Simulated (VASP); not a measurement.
# KF (P6_3/mmc) in VASP: notebook

Runs on KF. Level: r2SCAN. Tasks: single point.

All numbers are computed with VASP 6.6.1; they aren't measurements. Logs are shortened: lines on timing, memory, paths and dates and some standing lists are left out, and cuts for length are marked.

## 1. The cell of the first run

The structure is hexagonal, space group P6_3/mmc (No. 194). The conventional cell has a = 4.485 Å, b = 4.485 Å, c = 5.271 Å, α = 90.00°, β = 90.00°, γ = 120.00°. K (site symmetry -6m2) has 5 F at 2.59 to 2.64 Å within 3.4 Å. F (site symmetry -6m2) has 5 K at 2.59 to 2.64 Å within 3.4 Å.

## 2. Single point, r2SCAN

POSCAR

```
KF
1.0
    4.4850022171      0.0000000000      0.0000000000
   -2.2425011086      3.8841258561      0.0000000000
    0.0000000000      0.0000000000      5.2712956397
K F
2 2
Direct
    0.3333333333      0.6666666667     -0.0625000000
    0.6666666667      0.3333333333      0.4375000000
    0.3333333333      0.6666666667      0.4375000000
    0.6666666667      0.3333333333      0.9375000000
```

INCAR.step1

```
SYSTEM = KF
PREC = Accurate ; ENCUT = 520
ISMEAR = 0 ; SIGMA = 0.01
LREAL = .False. ; LASPH = .True.
NELM = 60 ; NBANDS = 24
GGA = PE ; ALGO = Normal
EDIFF = 1E-4 ; LWAVE = .True.
LCHARG = .False.
```

INCAR.step2

```
SYSTEM = KF
PREC = Accurate ; ENCUT = 520
EDIFF = 1E-6 ; ISMEAR = 0
SIGMA = 0.01 ; LREAL = .False.
LASPH = .True. ; NELM = 60
ALGO = Normal ; ISIF = 2
LWAVE = .False. ; LCHARG = .True.
METAGGA = R2SCAN ; LMIXTAU = .True.
LELF = .True. ; LVHAR = .True.
NBANDS = 24 ; ISTART = 1
```

KPOINTS

```
Automatic mesh
0
Gamma
  6 6 4
  0 0 0
```

Potentials or basis: VASP PAW PBE potentials, release 64 (K_sv, F).

On the command line:

```bash
cat potpaw_PBE.64/K_sv/POTCAR potpaw_PBE.64/F/POTCAR > POTCAR
cp INCAR.step1 INCAR
mpirun -np 1 vasp_std > vasp.out
cp INCAR.step2 INCAR
mpirun -np 1 vasp_std > vasp.out
```

OUTCAR:

```text
SYSTEM = KF
   PREC = Accurate
   ENCUT = 520
   EDIFF = 1E-6
   ISMEAR = 0
   LREAL = .False.
   LASPH = .True.
   NELM = 60
   ISIF = 2
   METAGGA = R2SCAN
   ISTART = 1

 ion  position               nearest neighbor table
   1  0.333  0.667  0.938-   4 2.59   4 2.59   4 2.59   3 2.64   3 2.64   2 3.69   2 3.69   2 3.69
                             2 3.69   2 3.69   2 3.69
   2  0.667  0.333  0.438-   3 2.59   3 2.59   3 2.59   4 2.64   4 2.64   1 3.69   1 3.69   1 3.69
                             1 3.69   1 3.69   1 3.69
   3  0.333  0.667  0.438-   2 2.59   2 2.59   2 2.59   1 2.64   1 2.64
   4  0.667  0.333  0.938-   1 2.59   1 2.59   1 2.59   2 2.64   2 2.64

  LATTYP: Found a hexagonal cell.
 ALAT       =     4.4850022171
 C/A-ratio  =     1.1753161726

  Lattice vectors:

 A1 = (   4.4850022171,   0.0000000000,   0.0000000000)
 A2 = (  -2.2425011086,   3.8841258561,   0.0000000000)
 A3 = (   0.0000000000,   0.0000000000,   5.2712956397)

Analysis of symmetry for initial positions (statically):
=====================================================================
 Subroutine PRICEL returns:
 Original cell was already a primitive cell.

 Routine SETGRP: Setting up the symmetry group for a
 hexagonal supercell.

 Subroutine GETGRP returns: Found 24 space group operations
 (whereof  6 operations were pure point group operations)
 out of a pool of 24 trial point group operations.

The static configuration has the point symmetry C_3v.
 The point group associated with its full space group is D_6h.

Analysis of symmetry for dynamics (positions and initial velocities):
=====================================================================
 Subroutine PRICEL returns:
 Original cell was already a primitive cell.

 Routine SETGRP: Setting up the symmetry group for a
 hexagonal supercell.

 Subroutine GETGRP returns: Found 24 space group operations
 (whereof  6 operations were pure point group operations)
 out of a pool of 24 trial point group operations.

The dynamic configuration has the point symmetry C_3v.
 The point group associated with its full space group is D_6h.

 Subroutine INISYM returns: Found 24 space group operations
 (whereof  6 operations are pure point group operations),
 and found     1 'primitive' translations

----------------------------------------------------------------------------------------

                                     Primitive cell
[... 90 lines left out ...]
   NELM   =     60;   NELMIN=  2; NELMDL=  0     # of ELM steps
   EDIFF  = 0.1E-05   stopping-criterion for ELM
   LREAL  =      F    real-space projection
   EDIFFG = 0.1E-04   stopping-criterion for IOM
   NSW    =      0    number of steps for IOM
   IBRION =     -1    ionic relax: 0-MD 1-quasi-New 2-CG
   NFREE  =      0    steps in history (QN), initial steepest desc. (CG)
   ISIF   =      2    stress and relaxation
   ISYM   =      2    0-nonsym 1-usesym 2-fastsym
   POTIM  = 0.5000    time-step for ionic-motion
   TEBEG  =    0.0;   TEEND  =   0.0 temperature during run
   PSTRESS=    0.0 pullay stress
   NELECT =      32.0000    total number of electrons
   NUPDOWN=      -1.0000    fix difference up-down
   EMIN   =  10.00;   EMAX   =-10.00  energy-range for DOS
   EFERMI =   0.00;   METHOD = LEGACY
   ISMEAR =     0;   SIGMA  =   0.01  broadening in eV -4-tet -1-fermi 0-gaus
   EFERMI_NEDOS =   21; number of points for ismear=-14 and -15
   IALGO  =     38    algorithm
   IMIX   =      4    mixing-type and parameters
     AMIX     =   0.40;   BMIX     =  1.00
     AMIX_MAG =   1.60;   BMIX_MAG =  1.00
  volume/ion in A,a.u.               =      22.96       154.92
  Fermi-wavevector in a.u.,A,eV,Ry     =   1.152039  2.177037 18.057558  1.327193
  Thomas-Fermi vector in A             =   2.288692
   LORBIT       =      0    0 simple, 1 ext, 2 COOP (PROOUT), +10 PAW based schemes
   METAGGA = R2SCAN    functional components
   LHFCALC =     F    Hartree Fock is set to
   AEXX    =    0.0000 exact exchange contribution
   IVDW    =     0    specifies the selected vdW correction
   LEPSILON=     F    determine dielectric tensor
   LRPA    =     F    only Hartree local field effects (RPA)
 non-spin polarized calculation
 Gauss-broadening in eV      SIGMA  =   0.01
  energy-cutoff  :      520.00
  volume of cell :       91.83
 maximum number of plane-waves:      2494
 NGX is ok and might be reduce to    36
   NGX = 17   NGY = 17   NGZ = 19

 number of electron      32.0000011 magnetization

 Free energy of the ion-electron system (eV)
  ---------------------------------------------------
  ext. energy  EPLUGINS =         0.00000000
  ---------------------------------------------------
  free energy    TOTEN  =       -29.70091605 eV

  energy without entropy =      -29.70091605  energy(sigma->0) =      -29.70091605

 E-fermi :  -3.7658     XC(G=0):  -7.7871

 val. band max:       -3.8343278782   @ k =   0.0000   0.0000   0.0000
 cond. band min:       2.1197030272   @ k =   0.0000   0.0000   0.0000
 fundamental gap:      5.9540309054
 Fermi energy:        -3.7658432105

 k-point     1 :       0.0000    0.0000    0.0000
  band No.  band energies     occupation
      1     -31.0337      2.00000
      2     -30.9204      2.00000
      3     -23.6629      2.00000
      4     -23.6351      2.00000
      5     -14.0283      2.00000
      6     -13.8164      2.00000
[... 556 lines left out ...]
     23       8.5925      0.00000
     24       8.5925      0.00000

------------------------ aborting loop because EDIFF is reached ----------------------------------------

  FORCE on cell =-STRESS in cart. coord.  units (eV):
  Direction    XX          YY          ZZ          XY          YZ          ZX
  --------------------------------------------------------------------------------------
  -------------------------------------------------------------------------------------
  Total       -0.0055883     -0.0055883      0.0174582      0.0000000     -0.0000000      0.0000000
  in kB       -0.0975022     -0.0975022      0.3046042      0.0000000     -0.0000000      0.0000000
  external PRESSURE =       0.0365333 kB  Pullay stress =       0.0000000 kB

 VOLUME and BASIS-vectors are now :
 -----------------------------------------------------------------------------
  energy-cutoff  :      520.00
  volume of cell :       91.83
      direct lattice vectors                 reciprocal lattice vectors
     4.485002217  0.000000000  0.000000000     0.222965330  0.128729093  0.000000000
    -2.242501109  3.884125856  0.000000000     0.000000000  0.257458187  0.000000000
     0.000000000  0.000000000  5.271295640     0.000000000  0.000000000  0.189706681

 POSITION                                       TOTAL-FORCE (eV/Angst)
 -----------------------------------------------------------------------------------
     -0.00000      2.58942      4.94184         0.000000     -0.000000      0.000000
      2.24250      1.29471      2.30619         0.000000      0.000000      0.000000
     -0.00000      2.58942      2.30619        -0.000000     -0.000000     -0.000000
      2.24250      1.29471      4.94184         0.000000      0.000000      0.000000
 -----------------------------------------------------------------------------------
    total drift:                               -0.000000      0.000000      0.000000

  FREE ENERGIE OF THE ION-ELECTRON SYSTEM (eV)
  ---------------------------------------------------
  free  energy   TOTEN  =       -29.7009160533 eV

  energy  without entropy=      -29.7009160533  energy(sigma->0) =      -29.70091605
```

It took 1.9 min on 1 thread of Intel Xeon Platinum 8375C at 2.90GHz (Ice Lake), shared host; peak memory 0.24 GiB.

Results:

* Free energy: -29.7009 eV
* Pressure: 0.0 GPa
* Band gap on the k mesh: 5.95 eV, direct

Caveat: the PAW data sets were made with another functional, which shifts forces and pressure a little. r2SCAN opens gaps a little over a GGA but as a rule still falls short of measured ones.

## 3. Single point, r2SCAN

POSCAR is that of step 2.

INCAR.step1

```
ALGO     = Normal         # electronic algorithm
EDIFF    = 1E-4           # SCF threshold, eV
ENCUT    = 520            # plane-wave cutoff, eV
GGA      = PE             # functional
ISMEAR   = 0              # smearing method
LASPH    = T              # aspherical terms in the spheres
LCHARG   = F              # write CHGCAR
LREAL    = F              # projectors in reciprocal space
LWAVE    = T              # write WAVECAR
NBANDS   = 24             # bands
NELM     = 80             # most SCF steps
PREC     = Accurate       # precision mode
SIGMA    = 0.01           # smearing width, eV
```

INCAR.step2

```
ALGO     = Normal         # electronic algorithm
EDIFF    = 1E-6           # SCF threshold, eV
ENCUT    = 520            # plane-wave cutoff, eV
ISIF     = 2              # what is computed and relaxed
ISMEAR   = 0              # smearing method
ISTART   = 1            
LASPH    = T              # aspherical terms in the spheres
LCHARG   = F              # write CHGCAR
LMIXTAU  = T            
LREAL    = F              # projectors in reciprocal space
LWAVE    = F              # write WAVECAR
METAGGA  = R2SCAN         # meta-GGA
NBANDS   = 24             # bands
NELM     = 80             # most SCF steps
PREC     = Accurate       # precision mode
SIGMA    = 0.01           # smearing width, eV
```

KPOINTS

```
k-points
0
Gamma
  6 6 4
```

Potentials or basis: VASP PAW PBE potentials, release 64 (K_sv, F).

On the command line:

```bash
cat potpaw_PBE.64/K_sv/POTCAR potpaw_PBE.64/F/POTCAR > POTCAR
cp INCAR.step1 INCAR
mpirun -np 1 vasp_std > vasp.out
cp INCAR.step2 INCAR
mpirun -np 1 vasp_std > vasp.out
```

Run time: 2 min. Hardware: 1 thread of Intel Xeon Platinum 8375C at 2.90GHz (Ice Lake), shared host; peak memory 0.24 GiB.

Results (log left out):

```
Free energy            : -29.7009 eV
Pressure               : 0.0 GPa
Band gap on the k mesh : 5.95 eV, direct
```

Levels at points of the mesh, in eV from the valence-band top:
```
           k point  band 12  band 13  band 14  band 15  band 16  band 17  band 18  band 19  band 20  band 21
(0.00, 0.00, 0.00)    -0.31    -0.30    -0.30    -0.15     0.00     5.95    10.73    11.27    11.27    11.67
(0.50, 0.00, 0.00)    -0.33    -0.18    -0.12    -0.11    -0.08     7.78     9.45     9.99    10.32    11.89
(0.00, 0.00, 0.50)    -0.47    -0.33    -0.33    -0.33    -0.33     7.58     7.58    11.73    11.73    11.73
(0.50, 0.00, 0.50)    -0.61    -0.30    -0.30    -0.17    -0.17     8.52     8.52    11.56    11.56    11.81
```

Caveat: the PAW data sets were made with another functional, which shifts forces and pressure a little. A k mesh can miss the band edges.
